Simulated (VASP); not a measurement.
A run of VASP 6.6.1 is set up as follows.

INCAR

```
  PREC = Accurate
  ENCUT = 520
  EDIFF = 1E-7
  ISMEAR = 0
  SIGMA = 0.1
  LREAL = False
  LASPH = True
  NELM = 60
  ALGO = Normal
  ISIF = 2
  LWAVE = False
  LCHARG = False
  LDIPOL = True
  IDIPOL = 3
  DIPOL = 0.5 0.5 0.500
  GGA = PS
  IBRION = 2
  NSW = 80
  EDIFFG = -0.02
```

File KPOINTS:

```
Automatic mesh
0
Gamma
  12 12 1
```

Contents of POSCAR:

```
Co2PdO4
1.0
    2.8148568970      0.0000000000      0.0000000000
   -1.4074284485      2.4377375808      0.0000000000
    0.0000000000      0.0000000000     22.7808965612
O Co Pd
4 2 1
Direct
    0.0000000000      0.0000000000      0.3292232147
    0.6666666667      0.3333333333      0.4129134071
    0.6666666667      0.3333333333      0.5870865929
    0.3333333333      0.6666666667      0.6707767853
    0.3333333333      0.6666666667      0.3710683109
    0.0000000000      0.0000000000      0.6289316891
    0.6666666667      0.3333333333      0.5000000000
```

Potentials or basis: VASP PAW PBE potentials, release 64 (O, Co, Pd).

Run with:

```bash
$ cat potpaw_PBE.64/O/POTCAR potpaw_PBE.64/Co/POTCAR potpaw_PBE.64/Pd/POTCAR > POTCAR
$ mpirun -np 1 vasp_std > vasp.out
```

**Question.** Predict the energy gained by relaxing.

**Answer.** 12.7 meV/atom.

**Question.** Estimate the band gap on the k mesh.

**Answer.** Zero (bands 26 and 27 overlap by 0.27 eV).

The path:
| step | energy change (eV) | largest force (eV/Å) | pressure (GPa) |
| --- | --- | --- | --- |
| 1 | 0.0000 | 1.3099 | -1.97 |
| 2 | -0.0317 | 1.2319 | -0.47 |
| 3 | -0.0844 | 0.1777 | -1.24 |
| 4 | -0.0871 | 0.0524 | -0.99 |
| 5 | -0.0871 | 0.0496 | -0.96 |
| 6 | -0.0876 | 0.0430 | -0.92 |
| 7 | -0.0883 | 0.0528 | -0.76 |
| 8 | -0.0884 | 0.0646 | -0.71 |
| 9 | -0.0886 | 0.0200 | -0.63 |
| 10 | -0.0886 | 0.0074 | -0.61 |

Caveat: the PAW data sets were made with another functional, which shifts forces and pressure a little; the run has no spin polarisation, though such a crystal can be magnetic; semilocal functionals often make such compounds metallic where correlation or magnetic order opens a gap, which also shifts bond lengths. Spin polarisation is off, so any magnetic state and its effect on volume and gap are missing.
